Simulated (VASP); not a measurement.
Here is a VASP 6.6.1 calculation.

INCAR

```
SYSTEM = Mg7CuS8
PREC = Accurate ; ENCUT = 520
EDIFF = 1E-6 ; ISMEAR = -1
SIGMA = 0.05 ; LREAL = Auto
LASPH = .True. ; NELM = 150
ALGO = Normal ; ISIF = 2
LWAVE = .False. ; LCHARG = .True.
ISPIN = 2 ; MAGMOM = 0 0 0 0 0 0 0 0 0 0 0 0 0 0 0 1
LORBIT = 11 ; LMAXMIX = 4
GGA = PS ; LELF = .True.
LVHAR = .True. ; ISYM = 0
NBANDS = 54
```

File KPOINTS:

```
Automatic mesh
0
Gamma
  1 1 1
  0.25 0.25 0.25
```

POSCAR

```
Mg7CuS8
1.0
   11.3030650000      0.0000000000      0.0000000000
    0.0000000000      5.6515330000      0.0000000000
    0.0000000000      0.0000000000      5.6515330000
Mg S Cu
7 8 1
Direct
    0.0112490000      0.0404860000      0.9885090000
    0.4997580000      0.9821630000      0.9912120000
    0.2439930000      0.5347990000      0.0168760000
    0.7416730000      0.4967160000      0.0158730000
    0.2472910000      0.9794280000      0.5320960000
    0.7408900000      0.9811640000      0.5055050000
    0.9914000000      0.4771800000      0.4861140000
    0.1316810000      0.2580360000      0.2642070000
    0.6262920000      0.2476250000      0.2432800000
    0.3743670000      0.7259500000      0.2521050000
    0.8825480000      0.7081770000      0.2620490000
    0.3857940000      0.2583150000      0.7412890000
    0.8851640000      0.2298290000      0.7376380000
    0.1354320000      0.7203250000      0.7498170000
    0.6181890000      0.7524450000      0.7656190000
    0.4918370000      0.4930010000      0.5054990000
```

Potentials or basis: VASP PAW PBE potentials, release 64 (Mg, S, Cu).

The run is started by

```console
$ cat potpaw_PBE.64/Mg/POTCAR potpaw_PBE.64/S/POTCAR potpaw_PBE.64/Cu/POTCAR > POTCAR
$ mpirun -np 1 vasp_std > vasp.out
```

What does it give for the pressure?

0.4 GPa.

Predict the band gap on the k mesh.

0.09 eV.

Forces in eV/Å, atoms in the order of the input:
```
Mg   0.359 -1.434  0.660
Mg  -0.673  0.909  0.910
Mg   0.565 -1.841  0.199
Mg   0.796  0.168 -0.700
Mg   0.823  0.766 -0.924
Mg   0.614  0.053 -0.320
Mg   1.264 -0.260  1.048
S    0.397 -0.630 -0.180
S   -0.885 -0.414  0.926
S    1.052  0.789  1.169
S   -1.186  2.107 -1.248
S   -0.498 -0.028  0.147
S   -1.510  0.201  0.166
S   -1.918  0.822 -0.495
S    0.438 -1.309 -1.085
Cu   0.362  0.101 -0.272
```

Caveat: the k points lie up to 0.56 Å⁻¹ apart; a moment this small can come from the mesh or the smearing; semilocal functionals underestimate gaps, and a narrow one can read as zero; the PAW data sets were made with another functional, which shifts forces and pressure a little.
